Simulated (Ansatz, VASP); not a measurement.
Si: VASP beside Ansatz

File INCAR:

```
SYSTEM = Si
PREC = Accurate
ENCUT = 520
EDIFF = 1E-8
ISMEAR = -1
SIGMA = 0.08
LREAL = .False.
LASPH = .True.
NELM = 80
ALGO = Normal
ISIF = 2
LWAVE = .False.
LCHARG = .False.
LEFG = .True.
NBANDS = 11
```

Contents of KPOINTS:

```
regular mesh
0
Gamma
  12 12 12
  0 0 0
```

Contents of POSCAR:

```
Si
1.0
    0.0000000000      2.7063880927      2.7063880927
    2.7063880927      0.0000000000      2.7063880927
    2.7063880927      2.7063880927      0.0000000000
Si
2
Direct
    0.5000000000      0.5000000000      0.5000000000
    0.7500000000      0.7500000000      0.7500000000
```

Input for Ansatz:

```yaml
crystal:
  lattice:
    - [0.0, 2.7063880927, 2.7063880927]
    - [2.7063880927, 0.0, 2.7063880927]
    - [2.7063880927, 2.7063880927, 0.0]
  atoms:
    - { symbol: Si, position: [0.5, 0.5, 0.5] }
    - { symbol: Si, position: [0.75, 0.75, 0.75] }
kpoints:
  mp_grid: { grid: [12, 12, 12] }
scf:
  occupations: { method: fermi_dirac, width: 0.08 }
hamiltonian:
  xc: lda
  pseudopotentials: { kind: all_electron, datasets: crystal }
output:
  forces: true
  stress: true
  eigenvalues: true
  efg: { contact_densities: true }
```

Change from the starting cell: volume scaled by 0.99, crystal datasets.

Alike in both runs: task electric field gradients; functional LDA; k mesh 12 × 12 × 12; occupations fermi-dirac, width 0.08 eV; no spin polarisation.

|  | VASP | Ansatz |
| --- | --- | --- |
| version | VASP 6.6.1 | Ansatz 0.2.0 |
| potentials or method | VASP PAW LDA potentials, release 64 (Si), cutoff 520 eV | all-electron PAW with datasets made for the crystal, scalar-relativistic |

Ansatz gave:

```
pressure (GPa) : -0.6
```

Question: Which values does VASP return?

Answer: Pressure (GPa): -0.5.

LDA's correlation is that of Perdew and Zunger in VASP and of Perdew and Wang (1992) in Ansatz. Ansatz ran all-electron here, and VASP with PAW potentials.
